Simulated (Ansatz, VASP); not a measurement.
BaF2: VASP beside Ansatz

```
CELL_PARAMETERS angstrom
0.00000 3.11808 3.11808
3.11808 0.00000 3.11808
3.11808 3.11808 0.00000
ATOMIC_POSITIONS crystal
Ba 0.00000 0.00000 0.00000
F 0.25000 0.25000 0.25000
F 0.75000 0.75000 0.75000
```

Alike in both runs: functional r2SCAN; k mesh 8 × 8 × 8; occupations fermi-dirac, width 0.02 eV; no spin polarisation.

Ansatz relaxed the structure, and its values are those at the end. VASP's run is a single point on that final structure, the one shown.

|  | VASP | Ansatz |
| --- | --- | --- |
| version | VASP 6.6.1 | Ansatz 0.2.0 |
| potentials or method | VASP PAW PBE potentials, release 64 (Ba_sv, F), cutoff 660 eV | PAW plane waves |
| valence electrons in the cell | 24 | 24 |

VASP gave:

```
gap on the k mesh at the Fermi level (eV) : 7.26
pressure (GPa)                            : -0.4
```

Estimate Ansatz's values.

gap on the k mesh at the Fermi level (eV): 7.33; pressure (GPa): -1.2.

VASP's potentials were made for PBE, not for r2SCAN. With one functional, cell and mesh, what is left measures potentials, basis and numerics. Ansatz's warnings: stress scf threshold loose.

Spin-orbit coupling is off throughout.
